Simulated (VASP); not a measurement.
MgBe, 4 atoms in the cell. It takes space group P4mm (No. 99, tetragonal). Conventional cell: a = 3.294 Å, b = 3.294 Å, c = 4.880 Å, α = 90.00°, β = 90.00°, γ = 90.00°. Mg (site symmetry 2mm) has 2 Be at 1.84 Å and 4 Mg at 2.33 Å within 2.4 Å. Be (site symmetry 4mm) has 2 Be at 2.24 to 2.64 Å and 4 Mg at 2.45 Å within 3.0 Å. Within 2.4 Å of Be (site symmetry 4mm) lie 4 Mg at 1.84 Å and 1 Be at 2.24 Å. 

- Program: VASP 6.6.1
- Task: single point
- Functional: PBE
- Potentials or basis: VASP PAW PBE potentials, release 64 (Mg, Be)
- Cutoff: 520 eV
- k mesh: 6 × 6 × 4
- Occupations: gaussian, width 0.1 eV
- Spin: no spin polarisation
- Dipole correction: no
- Further INCAR settings: ALGO = Fast; EDIFF = 1e-06; NBANDS = 12

Potentials or basis: VASP PAW PBE potentials, release 64 (Mg, Be).

Launch:

```sh
$ cat potpaw_PBE.64/Mg/POTCAR potpaw_PBE.64/Be/POTCAR > POTCAR
$ mpirun -np 1 vasp_std > vasp.out
```

Hardware: 1 thread of Intel(R) Xeon(R) 6975P-C (Granite Rapids) (shared host).

Q: How long does it take, and how much memory?

A: It took 14 s on 1 thread of Intel(R) Xeon(R) 6975P-C (Granite Rapids) (shared host), peak memory 0.15 GiB. Counts: scf iterations 13, k points 30.
